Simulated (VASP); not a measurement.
# Ta (P6/mmm) in VASP: relaxation of cell and atoms with PBEsol

Aim: the relaxation of cell and atoms of Ta with PBEsol.

All numbers are computed with VASP 6.6.1; they aren't measurements. Logs are shortened: lines on timing, memory, paths and dates and some standing lists are left out, and cuts for length are marked.

## 1. The cell of the first run

The structure is hexagonal, space group P6/mmm (No. 191). The conventional cell has a = 4.796 Å, b = 4.796 Å, c = 2.705 Å, α = 90.00°, β = 90.00°, γ = 120.00°. Within 3.6 Å of Ta (site symmetry 6/mmm) lie 14 Ta at 2.71 to 3.08 Å. Within 3.6 Å of Ta (site symmetry -6m2) lie 11 Ta at 2.71 to 3.08 Å.

This isn't the form of Ta at room conditions, which is bcc.

## 2. Relaxation of cell and atoms, PBEsol

INCAR

```
ALGO = Fast
EDIFF = 1E-6
EDIFFG = -0.01
ENCUT = 600
GGA = PS
IBRION = 2
ISIF = 3
ISMEAR = 0
LASPH = True
LCHARG = False
LREAL = False
LWAVE = False
NELM = 60
NSW = 100
PREC = Accurate
SIGMA = 0.1
```

KPOINTS

```
k-points
0
Gamma
  12 12 18
```

POSCAR

```
Ta
1.0
    4.7955522238      0.0000000000      0.0000000000
   -2.3977761119      4.1530700510      0.0000000000
    0.0000000000      0.0000000000      2.7051591166
Ta
3
Direct
    0.0000000000      0.0000000000      0.0000000000
    0.3333333333      0.6666666667      0.5000000000
    0.6666666667      0.3333333333      0.5000000000
```

Potentials or basis: VASP PAW PBE potentials, release 64 (Ta_pv).

On the command line:

```bash
> cat potpaw_PBE.64/Ta_pv/POTCAR > POTCAR
> mpirun -np 1 vasp_std > vasp.out
```

OUTCAR:

```text
EDIFF = 1E-6
   EDIFFG = -0.01
   ENCUT = 600
   GGA = PS
   IBRION = 2
   ISIF = 3
   ISMEAR = 0
   LASPH = True
   LREAL = False
   NELM = 60
   NSW = 100
   PREC = Accurate

 ion  position               nearest neighbor table
   1  0.000  0.000  0.000-   2 3.08   3 3.08   2 3.08   3 3.08   3 3.08   3 3.08   2 3.08   2 3.08
                             3 3.08   3 3.08   2 3.08   2 3.08
   2  0.333  0.667  0.500-   3 2.77   3 2.77   3 2.77   1 3.08   1 3.08   1 3.08   1 3.08   1 3.08
                             1 3.08
   3  0.667  0.333  0.500-   2 2.77   2 2.77   2 2.77   1 3.08   1 3.08   1 3.08   1 3.08   1 3.08
                             1 3.08

  LATTYP: Found a hexagonal cell.
 ALAT       =     4.7955522238
 C/A-ratio  =     0.5640975200

  Lattice vectors:

 A1 = (   4.7955522238,   0.0000000000,   0.0000000000)
 A2 = (  -2.3977761119,   4.1530700510,   0.0000000000)
 A3 = (   0.0000000000,   0.0000000000,   2.7051591166)

Analysis of symmetry for initial positions (statically):
=====================================================================
 Subroutine PRICEL returns:
 Original cell was already a primitive cell.

 Routine SETGRP: Setting up the symmetry group for a
 hexagonal supercell.

 Subroutine GETGRP returns: Found 24 space group operations
 (whereof 24 operations were pure point group operations)
 out of a pool of 24 trial point group operations.

The static configuration has the point symmetry D_6h.

Analysis of symmetry for dynamics (positions and initial velocities):
=====================================================================
 Subroutine PRICEL returns:
 Original cell was already a primitive cell.

 Routine SETGRP: Setting up the symmetry group for a
 hexagonal supercell.

 Subroutine GETGRP returns: Found 24 space group operations
 (whereof 24 operations were pure point group operations)
 out of a pool of 24 trial point group operations.

The dynamic configuration has the point symmetry D_6h.

 Subroutine INISYM returns: Found 24 space group operations
 (whereof 24 operations are pure point group operations),
 and found     1 'primitive' translations

----------------------------------------------------------------------------------------

                                     Primitive cell

  volume of cell :      53.8767

  direct lattice vectors                    reciprocal lattice vectors
     4.795552224  0.000000000  0.000000000     0.208526558  0.120392865  0.000000000
    -2.397776112  4.153070051  0.000000000     0.000000000  0.240785729  0.000000000
     0.000000000  0.000000000  2.705159117     0.000000000  0.000000000  0.369664022

  length of vectors
     4.795552224  4.795552224  2.705159117     0.240785729  0.240785729  0.369664022

  position of ions in fractional coordinates (direct lattice)
     0.000000000  0.000000000  0.000000000
     0.333333333  0.666666667  0.500000000
     0.666666667  0.333333333  0.500000000

  ion indices of the primitive-cell ions
   primitive index   ion index
                 1           1
                 2           2
                 3           3

----------------------------------------------------------------------------------------

 KPOINTS: k-points

Automatic generation of k-mesh.
 Grid dimensions read from file:
 generate k-points for:   12   12   18

 Generating k-lattice:

  Cartesian coordinates                     Fractional coordinates (reciprocal lattice)
     0.017377213  0.010032739  0.000000000     0.083333333  0.000000000  0.000000000
     0.000000000  0.020065477  0.000000000     0.000000000  0.083333333  0.000000000
     0.000000000  0.000000000  0.020536890     0.000000000  0.000000000  0.055555556

  Length of vectors
     0.020065477  0.020065477  0.020536890

  Shift w.r.t. Gamma in fractional coordinates (k-lattice)
     0.000000000  0.000000000  0.000000000

 Subroutine IBZKPT returns following result:
 ===========================================

 Found    190 irreducible k-points:

 Following reciprocal coordinates:
            Coordinates               Weight
  0.000000  0.000000  0.000000      1.000000
  0.083333  0.000000  0.000000      6.000000
  0.166667 -0.000000  0.000000      6.000000
  0.250000  0.000000  0.000000      6.000000
  0.333333 -0.000000  0.000000      6.000000
  0.416667  0.000000  0.000000      6.000000
[... 16 lines left out ...]
  0.250000  0.000000  0.055556     12.000000
  0.333333 -0.000000  0.055556     12.000000
 [... further k-points ...]
   k-points           NKPTS =    190   k-points in BZ     NKDIM =    190   number of bands    NBANDS=     20
   number of dos      NEDOS =    301   number of ions     NIONS =      3
   total plane-waves  NPLWV =  38400
   dimension x,y,z NGX =    40 NGY =   40 NGZ =   24
   dimension x,y,z NGXF=    80 NGYF=   80 NGZF=   48
   ions per type =               3
   NGX,Y,Z   is equivalent  to a cutoff of  13.87, 13.87, 14.75 a.u.
   NGXF,Y,Z  is equivalent  to a cutoff of  27.73, 27.73, 29.50 a.u.
 SYSTEM =  unknown system
   PREC   = accura    normal or accurate (medium, high low for compatibility)
   ISTART =      0    job   : 0-new  1-cont  2-samecut
   ICHARG =      2    charge: 1-file 2-atom 10-const
   ISPIN  =      1    spin polarized calculation?
   LNONCOLLINEAR =      F non collinear calculations
   LSORBIT =      F    spin-orbit coupling
   LASPH  =      T    aspherical Exc in radial PAW
   ENCUT  =  600.0 eV  44.10 Ry    6.64 a.u.   9.58  9.58  5.40*2*pi/ulx,y,z
   NELM   =     60;   NELMIN=  2; NELMDL= -5     # of ELM steps
   EDIFF  = 0.1E-05   stopping-criterion for ELM
   LREAL  =      F    real-space projection
   EDIFFG = -.1E-01   stopping-criterion for IOM
   NSW    =    100    number of steps for IOM
   IBRION =      2    ionic relax: 0-MD 1-quasi-New 2-CG
   NFREE  =      1    steps in history (QN), initial steepest desc. (CG)
   ISIF   =      3    stress and relaxation
   ISYM   =      2    0-nonsym 1-usesym 2-fastsym
   POTIM  = 0.5000    time-step for ionic-motion
   TEBEG  =    0.0;   TEEND  =   0.0 temperature during run
   PSTRESS=    0.0 pullay stress
   NELECT =      33.0000    total number of electrons
   NUPDOWN=      -1.0000    fix difference up-down
   EMIN   =  10.00;   EMAX   =-10.00  energy-range for DOS
   EFERMI =   0.00;   METHOD = LEGACY
   ISMEAR =     0;   SIGMA  =   0.10  broadening in eV -4-tet -1-fermi 0-gaus
   EFERMI_NEDOS =   21; number of points for ismear=-14 and -15
   IALGO  =     68    algorithm
   IMIX   =      4    mixing-type and parameters
     AMIX     =   0.40;   BMIX     =  1.00
     AMIX_MAG =   1.60;   BMIX_MAG =  1.00
  volume/ion in A,a.u.               =      17.96       121.19
  Fermi-wavevector in a.u.,A,eV,Ry     =   1.390313  2.627311 26.299656  1.932970
  Thomas-Fermi vector in A             =   2.514260
   LORBIT       =      0    0 simple, 1 ext, 2 COOP (PROOUT), +10 PAW based schemes
   GGA     = PS    functional components
   LHFCALC =     F    Hartree Fock is set to
   AEXX    =    0.0000 exact exchange contribution
   IVDW    =     0    specifies the selected vdW correction
   LEPSILON=     F    determine dielectric tensor
   LRPA    =     F    only Hartree local field effects (RPA)
 conjugate gradient relaxation of ions
 non-spin polarized calculation
 RMM-DIIS sequential band-by-band and
 Gauss-broadening in eV      SIGMA  =   0.10
  energy-cutoff  :      600.00
  volume of cell :       53.88
 maximum number of plane-waves:      1846
 NGX is ok and might be reduce to    40
   NGX = 19   NGY = 19   NGZ = 11

--------------------------------------- Ionic step        1  -------------------------------------------

 number of electron      32.9999999 magnetization

 Free energy of the ion-electron system (eV)
  ---------------------------------------------------
  ext. energy  EPLUGINS =         0.00000000
  ---------------------------------------------------
  free energy    TOTEN  =       -36.95210153 eV

  energy without entropy =      -36.93482870  energy(sigma->0) =      -36.94346512

------------------------ aborting loop because EDIFF is reached ----------------------------------------

  FORCE on cell =-STRESS in cart. coord.  units (eV):
  Direction    XX          YY          ZZ          XY          YZ          ZX
  --------------------------------------------------------------------------------------
  -------------------------------------------------------------------------------------
  Total        0.4483480      0.4483480     -0.3542873      0.0000000      0.0000000     -0.0000000
  in kB       13.3329147     13.3329147    -10.5357500      0.0000000      0.0000000     -0.0000000
  external PRESSURE =       5.3766932 kB  Pullay stress =       0.0000000 kB
[... 133 lines left out ...]
  energy  without entropy=      -36.9375851599  energy(sigma->0) =      -36.94582068

--------------------------------------- Ionic step        5  -------------------------------------------

 number of electron      33.0000000 magnetization

 Free energy of the ion-electron system (eV)
  ---------------------------------------------------
  ext. energy  EPLUGINS =         0.00000000
  ---------------------------------------------------
  free energy    TOTEN  =       -36.95426148 eV

  energy without entropy =      -36.93767938  energy(sigma->0) =      -36.94597043

 E-fermi :   5.6030     XC(G=0): -12.7139

 val. band max:        5.5986629914   @ k =   0.2500   0.1667   0.5000
 cond. band min:       5.6051368581   @ k =   0.1667   0.0833   0.4444
 fundamental gap:      0.0064738667
 Fermi energy:         5.6029764097

 k-point     1 :       0.0000    0.0000    0.0000
  band No.  band energies     occupation
      1     -28.6764      2.00000
      2     -28.6764      2.00000
      3     -28.4471      2.00000
      4     -28.4471      2.00000
      5     -27.7896      2.00000
      6     -27.7896      2.00000
[... 12 lines left out ...]
     19       6.6092      0.00000
[... 513 lines left out ...]
      4     -28.1741      2.00000
      5     -28.0883      2.00000
      6     -27.8577      2.00000
[... 12 lines left out ...]
     19       7.8367      0.00000
     20       7.9505      0.00000

 [... further k-points ...]

------------------------ aborting loop because EDIFF is reached ----------------------------------------

  FORCE on cell =-STRESS in cart. coord.  units (eV):
  Direction    XX          YY          ZZ          XY          YZ          ZX
  --------------------------------------------------------------------------------------
  -------------------------------------------------------------------------------------
  Total        0.0029158      0.0029158      0.0008772      0.0000000      0.0000000     -0.0000000
  in kB        0.0864447      0.0864447      0.0260060      0.0000000      0.0000000     -0.0000000
  external PRESSURE =       0.0662985 kB  Pullay stress =       0.0000000 kB
[... 18 lines left out ...]
  FREE ENERGIE OF THE ION-ELECTRON SYSTEM (eV)
  ---------------------------------------------------
  free  energy   TOTEN  =       -36.9542614786 eV

  energy  without entropy=      -36.9376793825  energy(sigma->0) =      -36.94597043

 reached required accuracy - stopping structural energy minimisation
```

It took 14 min on 1 thread of Intel Xeon Platinum 8259CL at 2.50GHz (Skylake/Cascade Lake), shared host; peak memory 0.35 GiB.

Results:

* Free energy: -36.9543 eV
* Relaxed volume: 18.01 Å³/atom
* Relaxed cell: a = 4.812 Å, b = 4.812 Å, c = 2.695 Å, α = 90.00°, β = 90.00°, γ = 120.00°
* Space group after relaxing (to 0.1 Å): P6/mmm (No. 191)
* Energy gained by relaxing: 0.7 meV/atom
* Ionic steps: 5
* Pressure after relaxing: 0.0 GPa
* Band gap on the k mesh: zero (an odd number of electrons rules out a gap without spin polarisation)

Step by step:
```tsv
step	energy change (eV)	largest force (eV/Å)	pressure (GPa)	volume (Å³)
1	0.0000	0.0000	0.54	53.88
2	0.0001	0.0000	-1.01	54.34
3	-0.0021	0.0000	-0.25	54.11
4	-0.0020	0.0000	0.43	53.93
5	-0.0022	0.0000	0.01	54.04
```

Final structure:
```yaml
crystal:
  lattice:
    - [4.81168, 0.00000, 0.00000]
    - [-2.40584, 4.16704, 0.00000]
    - [0.00000, 0.00000, 2.69525]
  atoms:
    - { symbol: Ta, position: [0.00000, 0.00000, 0.00000] }
    - { symbol: Ta, position: [0.33333, 0.66667, 0.50000] }
    - { symbol: Ta, position: [0.66667, 0.33333, 0.50000] }
```

Caveat: the PAW data sets were made with another functional, which shifts forces and pressure a little; spin-orbit coupling is left out, which moves the levels of the heavy elements.
